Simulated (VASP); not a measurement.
Here is a VASP 6.6.1 calculation.

The input INCAR:

```
SYSTEM = Hf
PREC     = Accurate       ! precision mode
ENCUT    = 500            ! plane-wave cutoff, eV
EDIFF    = 1E-6           ! SCF threshold, eV
ISMEAR   = 0              ! smearing method
SIGMA    = 0.05           ! smearing width, eV
LREAL    = .False.        ! projectors in reciprocal space
LASPH    = .True.         ! aspherical terms in the spheres
NELM     = 120            ! most SCF steps
ALGO     = Normal         ! electronic algorithm
ISIF     = 2              ! what is computed and relaxed
LWAVE    = .False.        ! write WAVECAR
LCHARG   = .False.        ! write CHGCAR
GGA      = PE             ! functional
NBANDS   = 17             ! bands
GGA_COMPAT= .False.
```

File KPOINTS:

```
Automatic mesh
0
Gamma
  8 8 4
  0 0 0
```

Contents of POSCAR:

```
Hf
1.0
    3.1977630985      0.0000000000      0.0000000000
   -1.5988815492      2.7693440786      0.0000000000
    0.0000000000      0.0000000000      5.0810401067
Hf
2
Direct
    0.3333333333      0.6666666667      0.7500000000
    0.6666666667      0.3333333333      0.2500000000
```

Potentials or basis: VASP PAW PBE potentials, release 64 (Hf_pv).

Launch:

```sh
$ cat potpaw_PBE.64/Hf_pv/POTCAR > POTCAR
$ mpirun -np 1 vasp_std > vasp.out
```

Task: What does it give for the band gap on the k mesh?

Result: Zero (band 10 reaches 6.07 eV, above the bottom of band 11 at 4.62 eV).

Task: What does it give for the pressure?

Result: -0.4 GPa.

Stress tensor (GPa, compression positive):
```
-0.39  0.00  0.00
 0.00 -0.39  0.00
 0.00  0.00 -0.51
```

Caveat: spin-orbit coupling is left out, which moves the levels of the heavy elements.
